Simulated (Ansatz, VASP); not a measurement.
## Two plane-wave programs on GaN

INCAR

```
ALGO = Normal
EDIFF = 1E-8
ENCUT = 520
GGA = CA
ISIF = 2
ISMEAR = -1
LASPH = True
LCHARG = False
LEFG = True
LREAL = False
LWAVE = False
NBANDS = 16
NELM = 60
PREC = Accurate
SIGMA = 0.02
```

The input KPOINTS:

```
k-points
0
Gamma
  13 13 13
```

The input POSCAR:

```
GaN
1.0
    0.0000000000      1.9925000000      1.9925000000
    1.9925000000      0.0000000000      1.9925000000
    1.9925000000      1.9925000000      0.0000000000
Ga N
1 1
Direct
    0.5000000000      0.5000000000      0.5000000000
    0.0000000000      0.0000000000      0.0000000000
```

Input for Ansatz:

```yaml
crystal:
  lattice:
    - [0.0, 1.9925, 1.9925]
    - [1.9925, 0.0, 1.9925]
    - [1.9925, 1.9925, 0.0]
  atoms:
    - { symbol: Ga, position: [0.5, 0.5, 0.5] }
    - { symbol: "N", position: [0.0, 0.0, 0.0] }
kpoints:
  mp_grid: { grid: [13, 13, 13] }
  band_path:
    path:
      - [0.0, 0.0, 0.0]
      - [0.5, 0.0, 0.5]
      - [0.625, 0.25, 0.625]
      - [0.375, 0.375, 0.75]
      - [0.0, 0.0, 0.0]
      - [0.5, 0.5, 0.5]
      - [0.5, 0.25, 0.75]
      - [0.5, 0.0, 0.5]
    npoints: 5
scf:
  occupations: { method: fermi_dirac, width: 0.02 }
hamiltonian:
  xc: lda
  pseudopotentials: { kind: paw }
output:
  forces: true
  stress: true
  eigenvalues: true
  efg: { contact_densities: true }
  write_density: true
  write_potential: true
  elf: true
  volumetric_format: npy
```

Alike in both runs: task electric field gradients; functional LDA; k mesh 13 × 13 × 13; occupations fermi-dirac, width 0.02 eV; no spin polarisation.

|  | VASP | Ansatz |
| --- | --- | --- |
| version | VASP 6.6.1 | Ansatz 0.2.0 |
| potentials or method | VASP PAW LDA potentials, release 64 (Ga_d, N) | PAW with Ansatz's default frozen-core files, scalar-relativistic |
| plane-wave cutoff (eV) | 520 | 420 |
| valence electrons in the cell | 18 | 18 |

Ansatz gave:

| Quantity | Value |
| --- | --- |
| gap on the k mesh at the Fermi level (eV) | 1.71 |

Estimate VASP's values.

gap on the k mesh at the Fermi level (eV): 1.73.

LDA's correlation is that of Perdew and Zunger in VASP and of Perdew and Wang (1992) in Ansatz.
